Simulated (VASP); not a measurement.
# Al2O3 (P-3m1) in VASP: notebook

The runs below take Al2O3 through single point, with r2SCAN.

Everything below comes from runs of VASP 6.6.1. Logs are shortened: lines on timing, memory, paths and dates and some standing lists are left out, and cuts for length are marked.

## (1) The cell of the first run

It takes space group P-3m1 (No. 164, trigonal). Conventional cell: a = 3.017 Å, b = 3.017 Å, c = 7.272 Å, α = 90.00°, β = 90.00°, γ = 120.00°. Al (site symmetry 3m) has 4 O at 1.61 to 1.83 Å within 2.1 Å. O (site symmetry 3m) has 3 Al at 1.83 Å within 2.4 Å. Within 2.1 Å of O (site symmetry -3m) lie 2 Al at 1.61 Å.

## (2) Single point, r2SCAN (strain +0.000 along x and y, -0.040 along z)

POSCAR

```
Al2O3
1.0
    3.0174825440      0.0000000000      0.0000000000
   -1.5087412720      2.6132165386      0.0000000000
    0.0000000000      0.0000000000      7.2716505621
Al O
2 3
Direct
    0.0000000000      0.0000000000      0.2779510000
    0.0000000000      0.0000000000      0.7220490000
    0.3333333333      0.6666666667      0.1994540000
    0.6666666667      0.3333333333      0.8005460000
    0.0000000000      0.0000000000      0.5000000000
```

INCAR.step1

```
SYSTEM = Al2O3
  ALGO = Normal
  EDIFF = 1E-4
  ENCUT = 520
  GGA = PE
  ISMEAR = 0
  LASPH = .True.
  LCHARG = .False.
  LREAL = .False.
  LWAVE = .True.
  NBANDS = 20
  NELM = 80
  PREC = Accurate
  SIGMA = 0.05
```

INCAR.step2

```
SYSTEM = Al2O3
  ALGO = Normal
  EDIFF = 1E-6
  ENCUT = 520
  ISIF = 2
  ISMEAR = 0
  ISTART = 1
  LASPH = .True.
  LCHARG = .False.
  LMIXTAU = .True.
  LREAL = .False.
  LWAVE = .False.
  METAGGA = R2SCAN
  NBANDS = 20
  NELM = 80
  PREC = Accurate
  SIGMA = 0.05
```

KPOINTS

```
k-points
0
Gamma
  12 12 4
  0 0 0
```

Potentials or basis: VASP PAW PBE potentials, release 64 (Al, O).

The run is started by

```console
cat potpaw_PBE.64/Al/POTCAR potpaw_PBE.64/O/POTCAR > POTCAR
cp INCAR.step1 INCAR
mpirun -np 1 vasp_std > vasp.out
cp INCAR.step2 INCAR
mpirun -np 1 vasp_std > vasp.out
```

OUTCAR:

```text
SYSTEM = Al2O3
   EDIFF = 1E-6
   ENCUT = 520
   ISIF = 2
   ISMEAR = 0
   ISTART = 1
   LASPH = .True.
   LREAL = .False.
   METAGGA = R2SCAN
   NELM = 80
   PREC = Accurate

 ion  position               nearest neighbor table
   1  0.000  0.000  0.278-   5 1.61   3 1.83   3 1.83   3 1.83   2 3.23
   2  0.000  0.000  0.722-   5 1.61   4 1.83   4 1.83   4 1.83   1 3.23
   3  0.333  0.667  0.199-   1 1.83   1 1.83   1 1.83
   4  0.667  0.333  0.801-   2 1.83   2 1.83   2 1.83
   5  0.000  0.000  0.500-   1 1.61   2 1.61

  LATTYP: Found a hexagonal cell.
 ALAT       =     3.0174825440
 C/A-ratio  =     2.4098401419

  Lattice vectors:

 A1 = (   3.0174825440,   0.0000000000,   0.0000000000)
 A2 = (  -1.5087412720,   2.6132165386,   0.0000000000)
 A3 = (   0.0000000000,   0.0000000000,   7.2716505621)

Analysis of symmetry for initial positions (statically):
=====================================================================
 Subroutine PRICEL returns:
 Original cell was already a primitive cell.

 Routine SETGRP: Setting up the symmetry group for a
 hexagonal supercell.

 Subroutine GETGRP returns: Found 12 space group operations
 (whereof 12 operations were pure point group operations)
 out of a pool of 24 trial point group operations.

The static configuration has the point symmetry D_3d.

Analysis of symmetry for dynamics (positions and initial velocities):
=====================================================================
 Subroutine PRICEL returns:
 Original cell was already a primitive cell.

 Routine SETGRP: Setting up the symmetry group for a
 hexagonal supercell.

 Subroutine GETGRP returns: Found 12 space group operations
 (whereof 12 operations were pure point group operations)
 out of a pool of 24 trial point group operations.

The dynamic configuration has the point symmetry D_3d.

 Subroutine INISYM returns: Found 12 space group operations
 (whereof 12 operations are pure point group operations),
 and found     1 'primitive' translations

----------------------------------------------------------------------------------------

                                     Primitive cell

  volume of cell :      57.3394

  direct lattice vectors                    reciprocal lattice vectors
     3.017482544  0.000000000  0.000000000     0.331402083  0.191335082  0.000000000
    -1.508741272  2.613216539  0.000000000     0.000000000  0.382670163  0.000000000
     0.000000000  0.000000000  7.271650562     0.000000000  0.000000000  0.137520360

  length of vectors
     3.017482544  3.017482544  7.271650562     0.382670163  0.382670163  0.137520360

  position of ions in fractional coordinates (direct lattice)
     0.000000000  0.000000000  0.277951000
     0.000000000  0.000000000  0.722049000
     0.333333333  0.666666667  0.199454000
     0.666666667  0.333333333  0.800546000
     0.000000000  0.000000000  0.500000000

  ion indices of the primitive-cell ions
   primitive index   ion index
                 1           1
                 2           2
                 3           3
                 4           4
                 5           5

----------------------------------------------------------------------------------------

 KPOINTS: k-points

Automatic generation of k-mesh.
 Grid dimensions read from file:
 generate k-points for:   12   12    4

 Generating k-lattice:

  Cartesian coordinates                     Fractional coordinates (reciprocal lattice)
     0.027616840  0.015944590  0.000000000     0.083333333  0.000000000  0.000000000
     0.000000000  0.031889180  0.000000000     0.000000000  0.083333333  0.000000000
     0.000000000  0.000000000  0.034380090     0.000000000  0.000000000  0.250000000

  Length of vectors
     0.031889180  0.031889180  0.034380090

  Shift w.r.t. Gamma in fractional coordinates (k-lattice)
     0.000000000  0.000000000  0.000000000

 Subroutine IBZKPT returns following result:
 ===========================================

 Found     69 irreducible k-points:

 Following reciprocal coordinates:
            Coordinates               Weight
  0.000000  0.000000  0.000000      1.000000
  0.083333  0.000000  0.000000      6.000000
  0.166667  0.000000  0.000000      6.000000
  0.250000  0.000000  0.000000      6.000000
  0.333333  0.000000  0.000000      6.000000
  0.416667  0.000000  0.000000      6.000000
[... 16 lines left out ...]
  0.166667  0.000000  0.250000      6.000000
  0.000000  0.166667  0.250000      6.000000
 [... further k-points ...]
   k-points           NKPTS =     69   k-points in BZ     NKDIM =     69   number of bands    NBANDS=     20
   number of dos      NEDOS =    301   number of ions     NIONS =      5
   total plane-waves  NPLWV =  31104
   dimension x,y,z NGX =    24 NGY =   24 NGZ =   54
   dimension x,y,z NGXF=    48 NGYF=   48 NGZF=  108
   ions per type =               2   3
   NGX,Y,Z   is equivalent  to a cutoff of  13.22, 13.22, 12.35 a.u.
   NGXF,Y,Z  is equivalent  to a cutoff of  26.45, 26.45, 24.69 a.u.
 SYSTEM =  Al2O3
   PREC   = accura    normal or accurate (medium, high low for compatibility)
   ISTART =      1    job   : 0-new  1-cont  2-samecut
   ICHARG =      0    charge: 1-file 2-atom 10-const
   ISPIN  =      1    spin polarized calculation?
   LNONCOLLINEAR =      F non collinear calculations
   LSORBIT =      F    spin-orbit coupling
   LASPH  =      T    aspherical Exc in radial PAW
   ENCUT  =  520.0 eV  38.22 Ry    6.18 a.u.   5.61  5.61 13.52*2*pi/ulx,y,z
   NELM   =     80;   NELMIN=  2; NELMDL=  0     # of ELM steps
   EDIFF  = 0.1E-05   stopping-criterion for ELM
   LREAL  =      F    real-space projection
   EDIFFG = 0.1E-04   stopping-criterion for IOM
   NSW    =      0    number of steps for IOM
   IBRION =     -1    ionic relax: 0-MD 1-quasi-New 2-CG
   NFREE  =      0    steps in history (QN), initial steepest desc. (CG)
   ISIF   =      2    stress and relaxation
   ISYM   =      2    0-nonsym 1-usesym 2-fastsym
   POTIM  = 0.5000    time-step for ionic-motion
   TEBEG  =    0.0;   TEEND  =   0.0 temperature during run
   PSTRESS=    0.0 pullay stress
   NELECT =      24.0000    total number of electrons
   NUPDOWN=      -1.0000    fix difference up-down
   EMIN   =  10.00;   EMAX   =-10.00  energy-range for DOS
   EFERMI =   0.00;   METHOD = LEGACY
   ISMEAR =     0;   SIGMA  =   0.05  broadening in eV -4-tet -1-fermi 0-gaus
   EFERMI_NEDOS =   21; number of points for ismear=-14 and -15
   IALGO  =     38    algorithm
   IMIX   =      4    mixing-type and parameters
     AMIX     =   0.40;   BMIX     =  1.00
     AMIX_MAG =   1.60;   BMIX_MAG =  1.00
  volume/ion in A,a.u.               =      11.47        77.39
  Fermi-wavevector in a.u.,A,eV,Ry     =   1.224600  2.314158 20.403905  1.499645
  Thomas-Fermi vector in A             =   2.359668
   LORBIT       =      0    0 simple, 1 ext, 2 COOP (PROOUT), +10 PAW based schemes
   METAGGA = R2SCAN    functional components
   LHFCALC =     F    Hartree Fock is set to
   AEXX    =    0.0000 exact exchange contribution
   IVDW    =     0    specifies the selected vdW correction
   LEPSILON=     F    determine dielectric tensor
   LRPA    =     F    only Hartree local field effects (RPA)
 non-spin polarized calculation
 Gauss-broadening in eV      SIGMA  =   0.05
  energy-cutoff  :      520.00
  volume of cell :       57.34
 maximum number of plane-waves:      1567
 NGX is ok and might be reduce to    24
   NGX = 11   NGY = 11   NGZ = 27

 number of electron      24.0000016 magnetization

 Free energy of the ion-electron system (eV)
  ---------------------------------------------------
  ext. energy  EPLUGINS =         0.00000000
  ---------------------------------------------------
  free energy    TOTEN  =       -46.51983863 eV

  energy without entropy =      -46.51983863  energy(sigma->0) =      -46.51983863

 E-fermi :   3.5527     XC(G=0): -10.3540

 val. band max:        3.3178065377   @ k =   0.0000   0.0000   0.0000
 cond. band min:       7.0100208444   @ k =   0.0000   0.0000   0.0000
 fundamental gap:      3.6922143067
 Fermi energy:         3.5526541155

 k-point     1 :       0.0000    0.0000    0.0000
  band No.  band energies     occupation
      1     -16.8235      2.00000
      2     -16.5421      2.00000
      3     -14.4660      2.00000
      4      -2.2118      2.00000
      5      -0.7006      2.00000
      6       0.0421      2.00000
[... 12 lines left out ...]
     19      16.9958      0.00000
     20      17.3776      0.00000

 k-point     2 :       0.0833    0.0000    0.0000
  band No.  band energies     occupation
      1     -16.7685      2.00000
      2     -16.4961      2.00000
      3     -14.4414      2.00000
      4      -2.1935      2.00000
      5      -0.6956      2.00000
      6      -0.2017      2.00000
[... 12 lines left out ...]
     19      17.1727      0.00000
     20      17.2106      0.00000

 k-point     3 :       0.1667    0.0000    0.0000
  band No.  band energies     occupation
      1     -16.6132      2.00000
      2     -16.3678      2.00000
      3     -14.3746      2.00000
      4      -2.2090      2.00000
      5      -1.0154      2.00000
      6      -0.6482      2.00000
[... 12 lines left out ...]
     19      17.2584      0.00000
     20      17.6243      0.00000

 k-point     4 :       0.2500    0.0000    0.0000
  band No.  band energies     occupation
      1     -16.3870      2.00000
      2     -16.1864      2.00000
      3     -14.2852      2.00000
      4      -2.4726      2.00000
      5      -1.7923      2.00000
      6      -0.9152      2.00000
[... 429 lines left out ...]
 k-point    23 :       0.1667    0.0000    0.2500
  band No.  band energies     occupation
      1     -16.5825      2.00000
      2     -16.4041      2.00000
      3     -14.3677      2.00000
      4      -2.2420      2.00000
      5      -0.9956      2.00000
      6      -0.8180      2.00000
[... 12 lines left out ...]
     19      17.5326      0.00000
     20      17.7341      0.00000

 k-point    24 :       0.0000    0.1667    0.2500
  band No.  band energies     occupation
      1     -16.5807      2.00000
      2     -16.4063      2.00000
      3     -14.3672      2.00000
      4      -2.2588      2.00000
      5      -1.0258      2.00000
      6      -0.8190      2.00000
[... 12 lines left out ...]
     19      17.6267      0.00000
     20      18.0285      0.00000

 [... further k-points ...]

------------------------ aborting loop because EDIFF is reached ----------------------------------------

  FORCE on cell =-STRESS in cart. coord.  units (eV):
  Direction    XX          YY          ZZ          XY          YZ          ZX
  --------------------------------------------------------------------------------------
  -------------------------------------------------------------------------------------
  Total       -1.7474232     -1.7474232      6.9865124      0.0000000      0.0000000      0.0000000
  in kB      -48.8264913    -48.8264913    195.2170978      0.0000000      0.0000000      0.0000000
  external PRESSURE =      32.5213717 kB  Pullay stress =       0.0000000 kB

 VOLUME and BASIS-vectors are now :
 -----------------------------------------------------------------------------
  energy-cutoff  :      520.00
  volume of cell :       57.34
      direct lattice vectors                 reciprocal lattice vectors
     3.017482544  0.000000000  0.000000000     0.331402083  0.191335082  0.000000000
    -1.508741272  2.613216539  0.000000000     0.000000000  0.382670163  0.000000000
     0.000000000  0.000000000  7.271650562     0.000000000  0.000000000  0.137520360

 POSITION                                       TOTAL-FORCE (eV/Angst)
 -----------------------------------------------------------------------------------
      0.00000      0.00000      2.02116        -0.000000      0.000000     -2.157180
      0.00000      0.00000      5.25049        -0.000000     -0.000000      2.157180
     -0.00000      1.74214      1.45036         0.000000      0.000000      0.057262
      1.50874      0.87107      5.82129         0.000000      0.000000     -0.057262
      0.00000      0.00000      3.63583         0.000000      0.000000      0.000000
 -----------------------------------------------------------------------------------
    total drift:                                0.000000      0.000000      0.000000

  FREE ENERGIE OF THE ION-ELECTRON SYSTEM (eV)
  ---------------------------------------------------
  free  energy   TOTEN  =       -46.5198386330 eV

  energy  without entropy=      -46.5198386330  energy(sigma->0) =      -46.51983863
```

It took 3 min on 1 thread of Intel Xeon 6975P-C, shared host; peak memory 0.21 GiB.

Results:

```
Free energy            : -46.5198 eV
Pressure               : 3.3 GPa
Largest force          : 2.157 eV/Å
Band gap on the k mesh : 3.69 eV
```

Forces on the atoms (eV/Å):
```
Al   0.000  0.000 -2.157
Al   0.000  0.000  2.157
O    0.000  0.000  0.057
O    0.000  0.000 -0.057
O    0.000  0.000  0.000
```

Stress tensor (GPa, compression positive):
```
-4.88  0.00  0.00
 0.00 -4.88  0.00
 0.00  0.00 19.52
```

Caveat: the cell differs from its parent crystal (strain +0.000 along x and y, -0.040 along z); the stress differs along the axes, from -5 to 20 GPa; the PAW data sets were made with another functional, which shifts forces and pressure a little. A k mesh can miss the band edges.

## (3) Single point, r2SCAN (strain -0.040 along x and y, +0.080 along z)

Changes to POSCAR since step 2:

```diff
@@ -2,5 +2,5 @@
 1.0
-    3.0174825440      0.0000000000      0.0000000000
-   -1.5087412720      2.6132165386      0.0000000000
-    0.0000000000      0.0000000000      7.2716505621
+    2.8967832423      0.0000000000      0.0000000000
+   -1.4483916211      2.5086878770      0.0000000000
+    0.0000000000      0.0000000000      8.1806068824
 Al O
```

INCAR.step1

```
ALGO = Normal ; EDIFF = 1E-4
ENCUT = 520 ; GGA = PE
ISMEAR = 0 ; LASPH = T
LCHARG = F ; LREAL = F
LWAVE = T ; NBANDS = 20
NELM = 80 ; PREC = Accurate
SIGMA = 0.05
```

INCAR.step2

```
ALGO = Normal ; EDIFF = 1E-6
ENCUT = 520 ; ISIF = 2
ISMEAR = 0 ; ISTART = 1
LASPH = T ; LCHARG = F
LMIXTAU = T ; LREAL = F
LWAVE = F ; METAGGA = R2SCAN
NBANDS = 20 ; NELM = 80
PREC = Accurate ; SIGMA = 0.05
```

KPOINTS

```
k-points
0
Gamma
  12 12 4
```

Potentials or basis: VASP PAW PBE potentials, release 64 (Al, O).

The run is started by

```console
cat potpaw_PBE.64/Al/POTCAR potpaw_PBE.64/O/POTCAR > POTCAR
cp INCAR.step1 INCAR
mpirun -np 1 vasp_std > vasp.out
cp INCAR.step2 INCAR
mpirun -np 1 vasp_std > vasp.out
```

Wall time 3.6 min (1 thread of Intel Xeon 6975P-C, shared host); peak memory 0.23 GiB.

The run converged. Its results:

- Free energy: -45.8421 eV
- Pressure: -4.6 GPa
- Largest force: 3.350 eV/Å
- Band gap on the k mesh: 1.57 eV

Forces in eV/Å, atoms in the order of the input:
```
Al   0.000  0.000  3.350
Al   0.000  0.000 -3.350
O    0.000  0.000  0.404
O    0.000  0.000 -0.404
O    0.000  0.000  0.000
```

Stress tensor (GPa, compression positive):
```
 12.49   0.00   0.00
  0.00  12.49   0.00
  0.00   0.00 -38.81
```

Levels at points of the mesh, in eV from the valence-band top:
| k point | band 8 | band 9 | band 10 | band 11 | band 12 | band 13 | band 14 | band 15 | band 16 | band 17 |
| --- | --- | --- | --- | --- | --- | --- | --- | --- | --- | --- |
| (0.00, 0.00, 0.00) | -5.62 | -5.62 | -4.04 | 0.00 | 0.00 | 1.57 | 3.82 | 6.37 | 9.45 | 9.49 |
| (0.50, 0.00, 0.00) | -5.88 | -5.32 | -4.30 | -2.96 | -0.64 | 3.61 | 5.23 | 7.80 | 8.28 | 8.80 |
| (0.00, 0.00, 0.50) | -5.62 | -5.62 | -4.45 | 0.00 | 0.00 | 2.43 | 2.79 | 7.53 | 7.59 | 10.82 |
| (0.50, 0.00, 0.50) | -5.78 | -5.47 | -4.27 | -2.95 | -0.64 | 3.92 | 4.81 | 7.28 | 8.51 | 9.68 |

Caveat: the cell differs from its parent crystal (strain -0.040 along x and y, +0.080 along z); the stress differs along the axes, from -39 to 12 GPa; the PAW data sets were made with another functional, which shifts forces and pressure a little. A k mesh can miss the band edges.

(Part 1 of 2 ends here.)
